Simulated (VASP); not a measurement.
Au, 1 atom in the cell. It takes space group Fm-3m (No. 225, cubic). Conventional cell: a = 4.070 Å, b = 4.070 Å, c = 4.070 Å, α = 90.00°, β = 90.00°, γ = 90.00°. Au (site symmetry m-3m) has 12 Au at 2.88 Å within 3.8 Å. 

| Quantity | Value |
| --- | --- |
| Program | VASP 6.6.1 |
| Task | single point |
| Functional | PBE |
| Potentials or basis | VASP PAW PBE potentials, release 64 (Au) |
| Cutoff | 520 eV |
| k mesh | 11 × 11 × 11 |
| Occupations | gaussian, width 0.015 eV |
| Spin | no spin polarisation |
| Dipole correction | no |
| Further INCAR settings | ALGO = Normal; EDIFF = 1e-06; NBANDS = 12 |

Potentials or basis: VASP PAW PBE potentials, release 64 (Au).

The run is started by

```bash
$ cat potpaw_PBE.64/Au/POTCAR > POTCAR
$ mpirun -np 1 vasp_std > vasp.out
```

Hardware: 1 thread of Intel(R) Xeon(R) Platinum 8375C CPU @ 2.90GHz (Ice Lake), with other jobs on the host.

Task: Estimate the wall time of this run.

Result: Run time: 14 s on 1 thread of Intel(R) Xeon(R) Platinum 8375C CPU @ 2.90GHz (Ice Lake), with other jobs on the host, peak memory 0.14 GiB. Counts: scf iterations 11, k points 56.
